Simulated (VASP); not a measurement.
# S (Fddd) in VASP: single point with PBE

Aim: the single point of S with PBE.

All numbers are computed with VASP 6.6.1; they aren't measurements. Logs are shortened: lines on timing, memory, paths and dates and some standing lists are left out, and cuts for length are marked.

### 1 The cell of the first run

It takes space group Fddd (No. 70, orthorhombic). The conventional cell has a = 12.338 Å, b = 15.061 Å, c = 25.655 Å, α = 90.00°, β = 90.00°, γ = 90.00°. Within 2.7 Å of S (site symmetry 1) lie 2 S at 2.07 Å. Within 2.7 Å of S (site symmetry 1) lie 2 S at 2.07 Å. S (site symmetry 1) has 2 S at 2.07 Å within 2.7 Å. S (site symmetry 1) has 2 S at 2.07 Å within 2.7 Å.

### 2 Single point, PBE

The input, INCAR:

```
SYSTEM = S
PREC = Accurate
ENCUT = 520
EDIFF = 1E-6
ISMEAR = -1
SIGMA = 0.1
LREAL = Auto
LASPH = .True.
NELM = 60
ALGO = Normal
ISIF = 2
LWAVE = .False.
LCHARG = .False.
GGA = PE
NBANDS = 118
```

The input, KPOINTS:

```
Automatic mesh
0
Gamma
  2 2 2
  0 0 0
```

The input, POSCAR:

```
S
1.0
    0.0000000000      7.5305196595     12.8273147401
    6.1689803188      0.0000000000     12.8273147401
    6.1689803188      7.5305196595      0.0000000000
S
32
Direct
    0.3676640173      0.4676019092      0.4979787230
    0.6667553505      0.4979787230      0.4676019092
    0.4979787230      0.6667553505      0.3676640173
    0.4676019092      0.3676640173      0.6667553505
    0.5832446495      0.7520212770      0.7823980908
    0.7520212770      0.5832446495      0.8823359827
    0.7823980908      0.8823359827      0.5832446495
    0.8823359827      0.7823980908      0.7520212770
    0.2472472101      0.3448634189      0.4866263358
    0.9212630353      0.4866263358      0.3448634189
    0.4866263358      0.9212630353      0.2472472101
    0.3448634189      0.2472472101      0.9212630353
    0.3287369647      0.7633736642      0.9051365811
    0.7633736642      0.3287369647      0.0027527899
    0.9051365811      0.0027527899      0.3287369647
    0.0027527899      0.9051365811      0.7633736642
    0.4205777728      0.3138835608      0.3964734446
    0.8690652218      0.3964734446      0.3138835608
    0.3964734446      0.8690652218      0.4205777728
    0.3138835608      0.4205777728      0.8690652218
    0.3809347782      0.8535265554      0.9361164392
    0.8535265554      0.3809347782      0.8294222272
    0.9361164392      0.8294222272      0.3809347782
    0.8294222272      0.9361164392      0.8535265554
    0.8583532388      0.6507360432      0.1941270932
    0.6507360432      0.8583532388      0.2967836248
    0.1941270932      0.2967836248      0.8583532388
    0.2967836248      0.1941270932      0.6507360432
    0.5992639568      0.3916467612      0.9532163752
    0.0558729068      0.9532163752      0.3916467612
    0.9532163752      0.0558729068      0.5992639568
    0.3916467612      0.5992639568      0.0558729068
```

Potentials or basis: VASP PAW PBE potentials, release 64 (S).

On the command line:

```console
$ cat potpaw_PBE.64/S/POTCAR > POTCAR
$ mpirun -np 1 vasp_std > vasp.out
```

OUTCAR:

```text
SYSTEM = S
   PREC = Accurate
   ENCUT = 520
   EDIFF = 1E-6
   ISMEAR = -1
   LREAL = Auto
   LASPH = .True.
   NELM = 60
   ISIF = 2
   GGA = PE

 ion  position               nearest neighbor table
   1  0.368  0.468  0.498-   4 2.07  17 2.07
   2  0.667  0.498  0.468-   3 2.07  18 2.07
   3  0.498  0.667  0.368-   2 2.07  19 2.07
   4  0.468  0.368  0.667-   1 2.07  20 2.07
   5  0.583  0.752  0.782-   6 2.07  21 2.07
   6  0.752  0.583  0.882-   5 2.07  22 2.07
[... 24 lines left out ...]
  31  0.953  0.056  0.599-  16 2.07  30 2.07
  32  0.392  0.599  0.056-  13 2.07  29 2.07

  LATTYP: Found a face centered orthorhombic cell.
 ALAT       =    12.3379606376
 B/A-ratio  =     1.2207073569
 C/A-ratio  =     2.0793249576

  Lattice vectors:

 A1 = (   0.0000000000,   7.5305196595,  12.8273147401)
 A2 = (   6.1689803188,   0.0000000000,  12.8273147401)
 A3 = (   6.1689803188,   7.5305196595,   0.0000000000)

Analysis of symmetry for initial positions (statically):
=====================================================================
 Subroutine PRICEL returns:
 Original cell was already a primitive cell.

 Routine SETGRP: Setting up the symmetry group for a
 face centered orthorhombic supercell.

 Subroutine GETGRP returns: Found  8 space group operations
 (whereof  4 operations were pure point group operations)
 out of a pool of  8 trial point group operations.

The static configuration has the point symmetry D_2 .
 The point group associated with its full space group is D_2h.

Analysis of symmetry for dynamics (positions and initial velocities):
=====================================================================
 Subroutine PRICEL returns:
 Original cell was already a primitive cell.

 Routine SETGRP: Setting up the symmetry group for a
 face centered orthorhombic supercell.

 Subroutine GETGRP returns: Found  8 space group operations
 (whereof  4 operations were pure point group operations)
 out of a pool of  8 trial point group operations.

The dynamic configuration has the point symmetry D_2 .
 The point group associated with its full space group is D_2h.

 Subroutine INISYM returns: Found  8 space group operations
 (whereof  4 operations are pure point group operations),
 and found     1 'primitive' translations

----------------------------------------------------------------------------------------

                                     Primitive cell

  volume of cell :    1191.8019

  direct lattice vectors                    reciprocal lattice vectors
     0.000000000  7.530519660 12.827314740    -0.081050672  0.066396480  0.038979320
     6.168980319  0.000000000 12.827314740     0.081050672 -0.066396480  0.038979320
     6.168980319  7.530519660  0.000000000     0.081050672  0.066396480 -0.038979320

  length of vectors
    14.874432083 14.233633465  9.734733921     0.111790390  0.111790390  0.111790390

  position of ions in fractional coordinates (direct lattice)
     0.367664017  0.467601909  0.497978723
     0.666755350  0.497978723  0.467601909
     0.497978723  0.666755350  0.367664017
     0.467601909  0.367664017  0.666755350
     0.583244650  0.752021277  0.782398091
     0.752021277  0.583244650  0.882335983
[... 24 lines left out ...]
     0.953216375  0.055872907  0.599263957
     0.391646761  0.599263957  0.055872907

  ion indices of the primitive-cell ions
   primitive index   ion index
                 1           1
                 2           2
                 3           3
                 4           4
                 5           5
                 6           6
[... 24 lines left out ...]
                31          31
                32          32

----------------------------------------------------------------------------------------

 KPOINTS: Automatic mesh

Automatic generation of k-mesh.
 Grid dimensions read from file:
 generate k-points for:    2    2    2

 Generating k-lattice:

  Cartesian coordinates                     Fractional coordinates (reciprocal lattice)
    -0.040525336  0.033198240  0.019489660     0.500000000 -0.000000000  0.000000000
     0.040525336 -0.033198240  0.019489660    -0.000000000  0.500000000  0.000000000
     0.040525336  0.033198240 -0.019489660     0.000000000  0.000000000  0.500000000

  Length of vectors
     0.055895195  0.055895195  0.055895195

  Shift w.r.t. Gamma in fractional coordinates (k-lattice)
     0.000000000  0.000000000  0.000000000

 Subroutine IBZKPT returns following result:
 ===========================================

 Found      5 irreducible k-points:

 Following reciprocal coordinates:
            Coordinates               Weight
  0.000000  0.000000  0.000000      1.000000
  0.500000  0.000000 -0.000000      4.000000
  0.500000  0.500000  0.000000      1.000000
  0.500000  0.000000  0.500000      1.000000
  0.000000  0.500000  0.500000      1.000000
   k-points           NKPTS =      5   k-points in BZ     NKDIM =      5   number of bands    NBANDS=    118
   number of dos      NEDOS =    301   number of ions     NIONS =     32
   total plane-waves  NPLWV = 870912
   dimension x,y,z NGX =   112 NGY =  108 NGZ =   72
   dimension x,y,z NGXF=   224 NGYF=  216 NGZF=  144
   ions per type =              32
   NGX,Y,Z   is equivalent  to a cutoff of  12.52, 12.61, 12.30 a.u.
   NGXF,Y,Z  is equivalent  to a cutoff of  25.04, 25.23, 24.59 a.u.
 SYSTEM =  S
   PREC   = accura    normal or accurate (medium, high low for compatibility)
   ISTART =      0    job   : 0-new  1-cont  2-samecut
   ICHARG =      2    charge: 1-file 2-atom 10-const
   ISPIN  =      1    spin polarized calculation?
   LNONCOLLINEAR =      F non collinear calculations
   LSORBIT =      F    spin-orbit coupling
   LASPH  =      T    aspherical Exc in radial PAW
   ENCUT  =  520.0 eV  38.22 Ry    6.18 a.u.  27.66 26.47 18.10*2*pi/ulx,y,z
   NELM   =     60;   NELMIN=  2; NELMDL= -5     # of ELM steps
   EDIFF  = 0.1E-05   stopping-criterion for ELM
   LREAL  =      T    real-space projection
   EDIFFG = 0.1E-04   stopping-criterion for IOM
   NSW    =      0    number of steps for IOM
   IBRION =     -1    ionic relax: 0-MD 1-quasi-New 2-CG
   NFREE  =      0    steps in history (QN), initial steepest desc. (CG)
   ISIF   =      2    stress and relaxation
   ISYM   =      2    0-nonsym 1-usesym 2-fastsym
   POTIM  = 0.5000    time-step for ionic-motion
   TEBEG  =    0.0;   TEEND  =   0.0 temperature during run
   PSTRESS=    0.0 pullay stress
   NELECT =     192.0000    total number of electrons
   NUPDOWN=      -1.0000    fix difference up-down
   EMIN   =  10.00;   EMAX   =-10.00  energy-range for DOS
   EFERMI =   0.00;   METHOD = LEGACY
   ISMEAR =    -1;   SIGMA  =   0.10  broadening in eV -4-tet -1-fermi 0-gaus
   EFERMI_NEDOS =   21; number of points for ismear=-14 and -15
   IALGO  =     38    algorithm
   IMIX   =      4    mixing-type and parameters
     AMIX     =   0.40;   BMIX     =  1.00
     AMIX_MAG =   1.60;   BMIX_MAG =  1.00
  volume/ion in A,a.u.               =      37.24       251.33
  Fermi-wavevector in a.u.,A,eV,Ry     =   0.890787  1.683343 10.796244  0.793502
  Thomas-Fermi vector in A             =   2.012523
   LORBIT       =      0    0 simple, 1 ext, 2 COOP (PROOUT), +10 PAW based schemes
   GGA     = PE    functional components
   LHFCALC =     F    Hartree Fock is set to
   AEXX    =    0.0000 exact exchange contribution
   IVDW    =     0    specifies the selected vdW correction
   LEPSILON=     F    determine dielectric tensor
   LRPA    =     F    only Hartree local field effects (RPA)
 non-spin polarized calculation
  energy-cutoff  :      520.00
  volume of cell :     1191.80
 maximum number of plane-waves:     32108
 NGX is ok and might be reduce to   112
   NGX = 55   NGY = 53   NGZ = 37

 number of electron     191.9999998 magnetization

 Free energy of the ion-electron system (eV)
  ---------------------------------------------------
  ext. energy  EPLUGINS =         0.00000000
  ---------------------------------------------------
  free energy    TOTEN  =      -132.30788770 eV

  energy without entropy =     -132.30787772  energy(sigma->0) =     -132.30788271

 E-fermi :   0.5170     XC(G=0):  -6.5087

 val. band max:       -0.7837099544   @ k =   0.0000   0.0000   0.0000
 cond. band min:       1.9337921693   @ k =   0.0000   0.5000   0.5000
 fundamental gap:      2.7175021237
 Fermi energy:         0.5169798621

 k-point     1 :       0.0000    0.0000    0.0000
  band No.  band energies     occupation
      1     -16.5518      2.00000
      2     -16.5190      2.00000
      3     -16.5175      2.00000
      4     -16.5161      2.00000
      5     -15.7608      2.00000
      6     -15.7486      2.00000
[... 100 lines left out ...]
    107       2.5054      0.00000
    108       2.5216      0.00000

 k-point     2 :       0.5000    0.0000   -0.0000
  band No.  band energies     occupation
      1     -16.5380      2.00000
      2     -16.5270      2.00000
      3     -16.5231      2.00000
      4     -16.5157      2.00000
      5     -15.7586      2.00000
      6     -15.7442      2.00000
[... 100 lines left out ...]
    107       2.5384      0.00000
    108       2.6267      0.00000

 k-point     3 :       0.5000    0.5000    0.0000
  band No.  band energies     occupation
      1     -16.5368      2.00000
      2     -16.5368      2.00000
      3     -16.5158      2.00000
      4     -16.5158      2.00000
      5     -15.7463      2.00000
      6     -15.7463      2.00000
[... 100 lines left out ...]
    107       2.5858      0.00000
    108       2.5858      0.00000

 k-point     4 :       0.5000    0.0000    0.5000
  band No.  band energies     occupation
      1     -16.5308      2.00000
      2     -16.5308      2.00000
      3     -16.5204      2.00000
      4     -16.5204      2.00000
      5     -15.7522      2.00000
      6     -15.7522      2.00000
[... 100 lines left out ...]
    107       2.6784      0.00000
    108       2.6784      0.00000

 k-point     5 :       0.0000    0.5000    0.5000
  band No.  band energies     occupation
      1     -16.5273      2.00000
      2     -16.5273      2.00000
      3     -16.5240      2.00000
      4     -16.5240      2.00000
      5     -15.7540      2.00000
      6     -15.7540      2.00000
[... 100 lines left out ...]
    107       2.6149      0.00000
    108       2.6149      0.00000
 [bands above 108 left out]

------------------------ aborting loop because EDIFF is reached ----------------------------------------

  FORCE on cell =-STRESS in cart. coord.  units (eV):
  Direction    XX          YY          ZZ          XY          YZ          ZX
  --------------------------------------------------------------------------------------
  -------------------------------------------------------------------------------------
  Total       -2.0729514     -2.3405895     -3.0934205      0.0000000      0.0000000      0.0000000
  in kB       -2.7867347     -3.1465292     -4.1585838      0.0000000      0.0000000      0.0000000
  external PRESSURE =      -3.3639492 kB  Pullay stress =       0.0000000 kB

 VOLUME and BASIS-vectors are now :
 -----------------------------------------------------------------------------
  energy-cutoff  :      520.00
  volume of cell :     1191.80
      direct lattice vectors                 reciprocal lattice vectors
     0.000000000  7.530519660 12.827314740    -0.081050672  0.066396480  0.038979320
     6.168980319  0.000000000 12.827314740     0.081050672 -0.066396480  0.038979320
     6.168980319  7.530519660  0.000000000     0.081050672  0.066396480 -0.038979320

 POSITION                                       TOTAL-FORCE (eV/Angst)
 -----------------------------------------------------------------------------------
      5.95665      6.51874     10.71422        -0.045735      0.076511     -0.068064
      5.95665      8.54230     14.94041        -0.045735     -0.076511      0.068064
      6.38131      6.51874     14.94041         0.045735      0.076511      0.068064
      6.38131      8.54230     10.71422         0.045735     -0.076511     -0.068064
      9.46580     10.28400     17.12788         0.045735      0.076511     -0.068064
      9.04114     12.30756     17.12788        -0.045735     -0.076511     -0.068064
[... 24 lines left out ...]
      4.04153     11.69098     12.94391        -0.083103      0.030194     -0.066896
      4.04153      3.37006     12.71072        -0.083103     -0.030194      0.066896
 -----------------------------------------------------------------------------------
    total drift:                                0.000000      0.000000      0.000000

  FREE ENERGIE OF THE ION-ELECTRON SYSTEM (eV)
  ---------------------------------------------------
  free  energy   TOTEN  =      -132.3078876981 eV

  energy  without entropy=     -132.3078777166  energy(sigma->0) =     -132.30788271
```

It took 44 min on 1 thread of Oxide Virtual Turin-like, shared host; peak memory 1.6 GiB.

What came out:

```yaml
Free_energy: -132.3079 eV
Pressure: -0.3 GPa
Largest_force: 0.113 eV/Å
Band_gap_on_the_k_mesh: 2.72 eV (least direct gap 2.75 eV)
```

Forces in eV/Å, atoms in the order of the input:
```
S   -0.046  0.077 -0.068
S   -0.046 -0.077  0.068
S    0.046  0.077  0.068
S    0.046 -0.077 -0.068
S    0.046  0.077 -0.068
S   -0.046 -0.077 -0.068
S   -0.046  0.077  0.068
S    0.046 -0.077  0.068
S   -0.021  0.105  0.026
S   -0.021 -0.105 -0.026
S    0.021  0.105 -0.026
S    0.021 -0.105  0.026
S    0.021  0.105  0.026
S   -0.021 -0.105  0.026
S   -0.021  0.105 -0.026
S    0.021 -0.105 -0.026
S    0.109 -0.005 -0.026
S    0.109  0.005  0.026
S   -0.109 -0.005  0.026
S   -0.109  0.005 -0.026
S   -0.109 -0.005 -0.026
S    0.109  0.005 -0.026
S    0.109 -0.005  0.026
S   -0.109  0.005  0.026
S    0.083  0.030 -0.067
S   -0.083 -0.030 -0.067
S   -0.083  0.030  0.067
S    0.083 -0.030  0.067
S    0.083  0.030  0.067
S    0.083 -0.030 -0.067
S   -0.083  0.030 -0.067
S   -0.083 -0.030  0.067
```

Stress tensor (GPa, compression positive):
```
-0.28  0.00  0.00
 0.00 -0.31  0.00
 0.00  0.00 -0.42
```

Levels at points of the mesh, in eV from the valence-band top:
```
           k point  band 94  band 95  band 96  band 97  band 98  band 99
(0.00, 0.00, 0.00)    -0.42    -0.14     0.00     2.75     2.75     2.77
(0.50, 0.00, 0.00)    -0.31    -0.29    -0.08     2.74     2.80     2.82
(0.50, 0.50, 0.00)    -0.45    -0.06    -0.06     2.84     2.84     2.84
(0.50, 0.00, 0.50)    -0.37    -0.24    -0.24     2.79     2.79     2.87
(0.00, 0.50, 0.50)    -0.35    -0.25    -0.25     2.72     2.72     2.77
```

Caveat: this functional lacks dispersion, which holds the molecules together, so the pressure and a relaxed volume are unreliable. A k mesh can miss the band edges.
